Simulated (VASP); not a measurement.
KI: single point with r2SCAN+D4

The system is KI.

```
CELL_PARAMETERS angstrom
4.29109 0.00000 0.00000
0.00000 4.29109 0.00000
0.00000 0.00000 4.29109
ATOMIC_POSITIONS crystal
K 0.00000 0.00000 0.00000
I 0.50000 0.50000 0.50000
```

```json
{
  "Program": "VASP 6.6.1",
  "Task": "single point",
  "Functional": "r2SCAN",
  "Dispersion": "D4",
  "Potentials or basis": "VASP PAW PBE potentials, release 64 (K_sv, I)",
  "Cutoff": "520 eV",
  "k mesh": "4 × 4 × 4",
  "Occupations": "gaussian, width 0.01 eV",
  "Spin": "no spin polarisation"
}
```

The pressure is -0.2 GPa, the band gap on the k mesh is 4.04 eV (least direct gap 4.41 eV) and the dispersion energy per atom is -0.062 eV.

Levels at points of the mesh, in eV from the valence-band top:
| k point | band 6 | band 7 | band 8 | band 9 | band 10 | band 11 |
| --- | --- | --- | --- | --- | --- | --- |
| (0.00, 0.00, 0.00) | -0.37 | -0.37 | -0.37 | 4.04 | 5.25 | 5.25 |
| (0.50, 0.00, 0.00) | -2.31 | -0.29 | -0.29 | 6.14 | 6.71 | 7.63 |
| (0.50, 0.50, 0.00) | -1.75 | -1.75 | 0.00 | 4.44 | 6.36 | 7.41 |
| (0.50, 0.50, 0.50) | -1.69 | -1.69 | -1.69 | 6.13 | 6.13 | 6.13 |

Wall time 36 s on 1 thread of Oxide Virtual Turin-like Processor, with other jobs on the host, peak memory 0.16 GiB.

Caveat: the PAW data sets were made with another functional, which shifts forces and pressure a little; spin-orbit coupling is left out, which moves the levels of the heavy elements. A k mesh can miss the band edges.
